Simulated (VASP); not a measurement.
The system is SrCl2.

```
CELL_PARAMETERS angstrom
4.98980 0.00000 0.00000
0.00000 4.98980 0.00000
0.00000 0.00000 4.17037
ATOMIC_POSITIONS crystal
Sr 0.50000 0.50000 0.00000
Cl 0.50000 0.00000 0.00000
Cl 0.00000 0.50000 0.00000
```

```yaml
Program: VASP 6.6.1
Task: relaxation of cell and atoms
Functional: PBE
Potentials_or_basis: VASP PAW PBE potentials, release 64 (Sr_sv, Cl)
Cutoff: 600 eV
k_mesh: 4 × 4 × 4
Occupations: gaussian, width 0.1 eV
Spin: no spin polarisation
```

At the start: pressure 13.9 GPa; volume 34.61 Å³/atom.

Question: Where does the relaxation end?

Answer: Over 12 steps the energy falls by 499.1 meV/atom and the volume is 65.02 Å³/atom (+87.9 %); space group P4/mmm (No. 123, to 0.05 Å).

The path:
```
step  energy change (eV)  largest force (eV/Å)  pressure (GPa)  volume (Å³)
   1              0.0000                0.0000           13.86       103.83
   2             -0.8085                0.0000           -2.67       154.26
   3             -1.2269                0.0000            0.65       130.48
   4             -1.2706                0.0000            0.56       134.07
   5             -1.3648                0.0000            0.35       144.90
   6             -1.4574                0.0000            0.14       166.72
   7             -1.4825                0.0000           -0.25       211.06
   8             -1.4936                0.0000           -0.01       188.42
   9             -1.4969                0.0000           -0.08       197.13
  10             -1.4969                0.0000           -0.07       195.78
  11             -1.4931                0.0000            0.32       192.27
  12             -1.4972                0.0000            0.00       195.06
```

Final structure:
```
Sr Cl
1.0
     5.59408    0.00000    0.00000
     0.00000    5.59408    0.00000
     0.00000    0.00000    6.23306
Sr Cl
1 2
Direct
  0.50000 0.50000 0.00000
  0.50000 0.00000 0.00000
  0.00000 0.50000 0.00000
```

Caveat: the volume moved by over 15 % at a fixed basis, so the end points are rough.
